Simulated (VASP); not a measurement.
Input of a VASP 6.6.1 run:

The input INCAR:

```
SYSTEM = Li2S
PREC = Accurate
ENCUT = 750
EDIFF = 1E-8
ISMEAR = 0
SIGMA = 0.01
LREAL = .False.
LASPH = .True.
NELM = 120
ALGO = Normal
ISIF = 3
LWAVE = .False.
LCHARG = .True.
GGA = PS
NBANDS = 13
IBRION = 6
NFREE = 2
POTIM = 0.015
NSW = 1
GGA_COMPAT = .False.
```

The input KPOINTS:

```
regular mesh
0
Gamma
  8 8 8
  0 0 0
```

POSCAR

```
Li2S
1.0
    0.0000000000      2.7081260283      2.7081260283
    2.7081260283      0.0000000000      2.7081260283
    2.7081260283      2.7081260283      0.0000000000
Li S
2 1
Direct
    0.2500000000      0.2500000000      0.2500000000
    0.7500000000      0.7500000000      0.7500000000
    0.0000000000      0.0000000000      0.0000000000
```

Potentials or basis: VASP PAW PBE potentials, release 64 (Li_sv, S).

Run with:

```console
$ cat potpaw_PBE.64/Li_sv/POTCAR potpaw_PBE.64/S/POTCAR > POTCAR
$ mpirun -np 1 vasp_std > vasp.out
```

(1) Predict the elastic constants C11, C12, C44.

(2) Predict the Voigt bulk modulus.

(3) Predict the highest phonon frequency at Γ, LO-TO splitting left out.

## Answers

(1) 109, 38, 44 GPa.

(2) 62 GPa.

(3) 451 cm⁻¹.

Caveat: the cell is under stress, which shifts elastic constants; the PAW data sets were made with another functional, which shifts forces and pressure a little.
